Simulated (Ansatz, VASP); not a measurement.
One calculation of PbS, two programs

The input INCAR:

```
PREC = Accurate
ENCUT = 520
EDIFF = 1E-6
ISMEAR = -1
SIGMA = 0.02
LREAL = False
LASPH = True
NELM = 60
ALGO = Normal
ISIF = 2
LWAVE = False
LCHARG = True
GGA = PE
LELF = True
LVHAR = True
NBANDS = 17
```

File KPOINTS:

```
regular mesh
0
Gamma
  6 6 6
```

Contents of POSCAR:

```
PbS
1.0
    0.0000000000      3.3009774936      3.3009774936
    3.3009774936      0.0000000000      3.3009774936
    3.3009774936      3.3009774936      0.0000000000
Pb S
1 1
Direct
    0.0000000000      0.0000000000      0.0000000000
    0.2500000000      0.2500000000      0.2500000000
```

Input for Ansatz:

```yaml
crystal:
  lattice:
    - [0.0, 3.3009774936, 3.3009774936]
    - [3.3009774936, 0.0, 3.3009774936]
    - [3.3009774936, 3.3009774936, 0.0]
  atoms:
    - { symbol: Pb, position: [0.0, 0.0, 0.0] }
    - { symbol: S, position: [0.25, 0.25, 0.25] }
kpoints:
  mp_grid: { grid: [6, 6, 6] }
  band_path:
    path:
      - [[0.0, 0.0, 0.0], [-0.5, -0.5, 2.091571093077e-33], [-0.375, -0.375, 0.25]]
      - [[-0.375, 1.345875959688e-17, 0.375], [0.0, 0.0, 0.0], [8.972506397919e-18, 8.972506397919e-18, 0.5], [-0.5, -0.25, 0.25], [-0.5, -0.5, 2.091571093077e-33]]
    npoints: 10
hamiltonian:
  xc: pbe
scf:
  occupations: { method: fermi_dirac, width: 0.02 }
  n_extra_bands: 4
output:
  forces: true
  stress: true
  eigenvalues: true
  write_density: true
  write_potential: true
  elf: true
  volumetric_format: npy
```

Alike in both runs: task single point; functional PBE; k mesh 6 × 6 × 6; occupations fermi-dirac, width 0.02 eV; no spin polarisation.

|  | VASP | Ansatz |
| --- | --- | --- |
| version | VASP 6.6.1 | Ansatz 0.2.0 |
| potentials or method | VASP PAW PBE potentials, release 64 (Pb_d, S) | plane waves, PAW |
| plane-wave cutoff (eV) | 520 | 420 |
| valence electrons in the cell | 20 | 20 |

|  | VASP | Ansatz | Ansatz less VASP |
| --- | --- | --- | --- |
| gap on the k mesh at the Fermi level (eV) | 0.91 | 0.91 | -0.003 |
| pressure (GPa) | 0.7 | 0.8 | +0.05 |

Spin-orbit coupling is off throughout.
